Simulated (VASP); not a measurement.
# Sn: single point with r2SCAN

Crystal: Sn.

```xyz
2
Lattice="0.0000 2.9738 3.8660 2.9738 0.0000 3.8660 2.9738 2.9738 0.0000" Properties=species:S:1:pos:R:3 pbc="T T T"
Sn    2.9738    2.9738    3.8660
Sn    4.4607    4.4607    5.7989
```

This cell differs from its parent crystal: ratio of the length along z to the lengths across it x 1.3, volume and fractional coordinates fixed.

```json
{
  "Program": "VASP 6.6.1",
  "Task": "single point",
  "Functional": "r2SCAN",
  "Potentials or basis": "VASP PAW PBE potentials, release 64 (Sn_d)",
  "Cutoff": "520 eV",
  "k mesh": "10 × 10 × 10",
  "Occupations": "gaussian, width 0.15 eV",
  "Spin": "no spin polarisation",
  "Dipole correction": "no",
  "Further INCAR settings": "ALGO = Normal; EDIFF = 1e-07; NBANDS = 21"
}
```

The pressure is 1.3 GPa. The band gap on the k mesh is zero (bands 14 and 15 overlap by 0.81 eV).

Stress tensor (GPa, compression positive):
```
 4.73  0.00  0.00
 0.00  4.73  0.00
 0.00  0.00 -5.42
```

Levels at points of the mesh, in eV from the Fermi level:
| k point | band 10 | band 11 | band 12 | band 13 | band 14 | band 15 | band 16 | band 17 | band 18 | band 19 |
| --- | --- | --- | --- | --- | --- | --- | --- | --- | --- | --- |
| (0.00, 0.00, 0.00) | -22.17 | -11.18 | -1.67 | -1.26 | 0.63 | 0.63 | 1.96 | 1.96 | 3.07 | 5.48 |
| (0.50, 0.00, 0.00) | -22.10 | -9.42 | -6.70 | -2.38 | -0.85 | -0.18 | 3.69 | 3.84 | 6.24 | 7.57 |
| (0.50, 0.50, 0.00) | -22.06 | -8.61 | -8.61 | -1.63 | -1.63 | 2.11 | 2.11 | 7.40 | 7.40 | 8.32 |
| (0.50, 0.00, 0.50) | -22.17 | -7.55 | -7.55 | -3.10 | -3.10 | 0.23 | 0.23 | 6.05 | 6.05 | 7.31 |

Wall time 10 min on 1 thread of Intel Xeon 8259CL, on a shared host, peak memory 0.28 GiB.

Caveat: the PAW data sets were made with another functional, which shifts forces and pressure a little; spin-orbit coupling is left out, which moves the levels of the heavy elements.
